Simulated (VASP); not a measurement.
A run of VASP 6.6.1 is set up as follows.

The input POSCAR:

```
Ge
1.0
    4.0037360933      0.0000000000      0.0000000000
   -2.0018680467      3.4673371669      0.0000000000
    0.0000000000      0.0000000000     13.1451070055
Ge
8
Direct
    0.3333333333      0.6666666667      0.1558772909
    0.6666666667      0.3333333333      0.8441227091
    0.6666666667      0.3333333333      0.6558772909
    0.3333333333      0.6666666667      0.3441227091
    0.0000000000      0.0000000000      0.0931931509
    0.0000000000      0.0000000000      0.9068068491
    0.0000000000      0.0000000000      0.5931931509
    0.0000000000      0.0000000000      0.4068068491
```

File INCAR.step1:

```
SYSTEM = Ge
  PREC = Accurate
  ENCUT = 520
  ISMEAR = -1
  SIGMA = 0.05
  LREAL = .FALSE.
  LASPH = .TRUE.
  NELM = 80
  NBANDS = 66
  GGA = PE
  ALGO = Normal
  EDIFF = 1E-4
  LWAVE = .TRUE.
  LCHARG = .FALSE.
```

The input INCAR.step2:

```
SYSTEM = Ge
  PREC = Accurate
  ENCUT = 520
  EDIFF = 1E-6
  ISMEAR = -1
  SIGMA = 0.05
  LREAL = .FALSE.
  LASPH = .TRUE.
  NELM = 80
  ALGO = Normal
  ISIF = 2
  LWAVE = .FALSE.
  LCHARG = .TRUE.
  METAGGA = R2SCAN
  LMIXTAU = .TRUE.
  LELF = .TRUE.
  LVHAR = .TRUE.
  NBANDS = 66
  ISTART = 1
```

KPOINTS

```
regular mesh
0
G
  8 8 2
  0 0 0
```

Potentials or basis: VASP PAW PBE potentials, release 64 (Ge_d).

Launch:

```bash
$ cat potpaw_PBE.64/Ge_d/POTCAR > POTCAR
$ cp INCAR.step1 INCAR
$ mpirun -np 1 vasp_std > vasp.out
$ cp INCAR.step2 INCAR
$ mpirun -np 1 vasp_std > vasp.out
```

What does it give for the band gap on the k mesh?

0.25 eV.

Estimate the largest force.

0.008 eV/Å.

Predict the pressure.

0.0 GPa.

Forces in eV/Å, atoms in the order of the input:
```
Ge   0.000  0.000 -0.008
Ge   0.000  0.000  0.008
Ge   0.000  0.000 -0.008
Ge   0.000  0.000  0.008
Ge   0.000  0.000  0.005
Ge   0.000  0.000 -0.005
Ge   0.000  0.000  0.005
Ge   0.000  0.000 -0.005
```

Caveat: semilocal functionals underestimate gaps, and a narrow one can read as zero; the PAW data sets were made with another functional, which shifts forces and pressure a little. A k mesh can miss the band edges.
